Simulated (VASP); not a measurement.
# Bi: single point with PBEsol+D3(BJ)

The system is Bi.

```
Bi
1.0
    -1.92499    1.92499    1.92499
     1.92499   -1.92499    1.92499
     1.92499    1.92499   -1.92499
Bi
1
Direct
  0.00000 0.00000 0.00000
```

```yaml
Program: VASP 6.6.1
Task: single point
Functional: PBEsol
Dispersion: D3(BJ)
Potentials_or_basis: VASP PAW PBE potentials, release 64 (Bi_d)
Cutoff: 520 eV
k_mesh: 9 × 9 × 9
Occupations: fermi-dirac, width 0.05 eV
Spin: no spin polarisation
```

```json
{"Pressure": "-0.1 GPa", "Dispersion energy per atom": "-0.573 eV"}
```

Levels at points of the mesh, in eV from the Fermi level:
| k point | band 5 | band 6 | band 7 | band 8 | band 9 | band 10 |
| --- | --- | --- | --- | --- | --- | --- |
| (0.00, 0.00, 0.00) | -22.99 | -14.30 | 5.64 | 5.64 | 5.64 | 10.15 |

Run time: 8.3 s on 1 thread of Intel(R) Xeon(R) 6975P-C (Granite Rapids) (shared host), peak memory 0.16 GiB.

Caveat: the PAW data sets were made with another functional, which shifts forces and pressure a little; spin-orbit coupling is left out, which moves the levels of the heavy elements; pairwise dispersion overbinds metals, which lowers pressure and volume.
